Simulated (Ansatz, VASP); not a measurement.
One calculation of K2PdC2, two programs

INCAR

```
SYSTEM = K2PdC2
  PREC = Accurate
  ENCUT = 520
  EDIFF = 1E-6
  ISMEAR = 0
  SIGMA = 0.05
  LREAL = .False.
  LASPH = .True.
  NELM = 80
  ALGO = Normal
  ISIF = 2
  LWAVE = .False.
  LCHARG = .True.
  GGA = CA
  LELF = .True.
  LVHAR = .True.
  NBANDS = 26
```

Contents of KPOINTS:

```
Automatic mesh
0
Gamma
  6 6 6
  0 0 0
```

The input POSCAR:

```
K2PdC2
1.0
    5.1181840614      0.0000000000      0.0000000000
   -2.5590920307      4.4324774185      0.0000000000
    0.0000000000      0.0000000000      5.2581371800
K Pd C
2 1 2
Direct
    0.6666666667      0.3333333333      0.7201982100
    0.3333333333      0.6666666667      0.2798017900
    0.0000000000      0.0000000000      0.0000000000
    0.0000000000      0.0000000000      0.6297058510
    0.0000000000      0.0000000000      0.3893122910
```

Input for Ansatz:

```yaml
crystal:
  lattice:
    - [5.1181840614, 0.0, 0.0]
    - [-2.5590920307, 4.4324774185, 0.0]
    - [0.0, 0.0, 5.25813718]
  atoms:
    - { symbol: K, position: [0.6666666667, 0.3333333333, 0.72019821] }
    - { symbol: K, position: [0.3333333333, 0.6666666667, 0.27980179] }
    - { symbol: Pd, position: [0.0, 0.0, 0.0] }
    - { symbol: C, position: [0.0, 0.0, 0.629705851] }
    - { symbol: C, position: [0.0, 0.0, 0.389312291] }
basis:
  ecutwfc: 420
kpoints:
  mp_grid: { grid: [6, 6, 6] }
hamiltonian:
  xc: lda
scf:
  occupations: { method: gaussian, width: 0.05 }
output:
  forces: true
  stress: true
  eigenvalues: true
```

Change from the starting cell: all C atoms moved -0.050 Å, as atom 4 towards its neighbour atom 5 (C) at 1.264 Å.

Alike in both runs: task single point; functional LDA; k mesh 6 × 6 × 6; occupations gaussian, width 0.05 eV; no spin polarisation.

```csv
,VASP,Ansatz
version,VASP 6.6.1,Ansatz 0.2.0
potentials or method,"VASP PAW LDA potentials, release 64 (K_sv, Pd, C), cutoff 520 eV","scalar-relativistic, plane waves, PAW"
valence electrons in the cell,36,44
```

|  | VASP | Ansatz | Ansatz less VASP |
| --- | --- | --- | --- |
| gap on the k mesh at the Fermi level (eV) | 1.35 | 1.35 | -0.003 |
| least direct gap on the mesh (eV) | 1.38 | 1.38 | -0.003 |
| pressure (GPa) | -2.3 | -2.5 | -0.13 |
| traceless stress, the component that is largest in VASP (GPa) | -0.98 | -1.10 | -0.124 |
| rms of the force components (eV/Å) | 0.317 | 0.307 | -0.0106 |

LDA's correlation is that of Perdew and Zunger in VASP and of Perdew and Wang (1992) in Ansatz. Atom by atom the forces differ by 0.020 eV/Å (rms over components). VASP's potentials hold 36 valence electrons a cell and Ansatz's 44, so a difference there can come from the potentials and not from the codes.
